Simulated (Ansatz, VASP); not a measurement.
**ZnS in VASP and in Ansatz**

The input INCAR:

```
PREC     = Accurate       # precision mode
ENCUT    = 520            # plane-wave cutoff, eV
EDIFF    = 1E-6           # SCF threshold, eV
ISMEAR   = 0              # smearing method
SIGMA    = 0.01           # smearing width, eV
LREAL    = False          # projectors in reciprocal space
LASPH    = True           # aspherical terms in the spheres
NELM     = 80             # most SCF steps
ALGO     = Normal         # electronic algorithm
ISIF     = 2              # what is computed and relaxed
LWAVE    = False          # write WAVECAR
LCHARG   = False          # write CHGCAR
GGA      = PE             # functional
NBANDS   = 26             # bands
```

Contents of KPOINTS:

```
regular mesh
0
Gamma
  12 12 6
```

POSCAR

```
ZnS
1.0
    3.8110000000      0.0000000000      0.0000000000
   -1.9055000000      3.3004228138      0.0000000000
    0.0000000000      0.0000000000      6.2340000000
Zn S
2 2
Direct
    0.3333330000      0.6666670000      0.0000000000
    0.6666670000      0.3333330000      0.5000000000
    0.3333330000      0.6666670000      0.3850000000
    0.6666670000      0.3333330000      0.8850000000
```

Input for Ansatz:

```yaml
crystal:
  lattice:
    - [3.811, 0.0, 0.0]
    - [-1.905499999999999, 3.300422813822496, 0.0]
    - [0.0, 0.0, 6.234]
  atoms:
    - { symbol: Zn, position: [0.333333, 0.666667, 0.0] }
    - { symbol: Zn, position: [0.666667, 0.333333, 0.5] }
    - { symbol: S, position: [0.333333, 0.666667, 0.38500000000000006] }
    - { symbol: S, position: [0.666667, 0.333333, 0.8849999999999999] }
basis:
  ecutwfc: 435.382179935808
kpoints:
  mp_grid:
    grid: [12, 12, 6]
hamiltonian:
  xc: pbe
scf:
  occupations:
    method: fixed
output:
  forces: true
  stress: true
```

Alike in both runs: task single point; functional PBE; k mesh 12 × 12 × 6; no spin polarisation.

|  | VASP | Ansatz |
| --- | --- | --- |
| version | VASP 6.6.1 | Ansatz 0.2.0 |
| potentials or method | VASP PAW PBE potentials, release 64 (Zn, S), cutoff 520 eV | plane waves, PAW |
| occupations | gaussian, width 0.01 eV | fixed |
| valence electrons in the cell | 36 | 36 |

```csv
,VASP,Ansatz,Ansatz less VASP
pressure (GPa),2.5,2.3,-0.17
"traceless stress, the component that is largest in VASP (GPa)",-1.37,-1.35,+0.023
rms of the force components (eV/Å),0.186,0.184,-0.0019
```

Atom by atom the forces differ by 0.002 eV/Å (rms over components). Ansatz's warnings: structure snapped to symmetry.
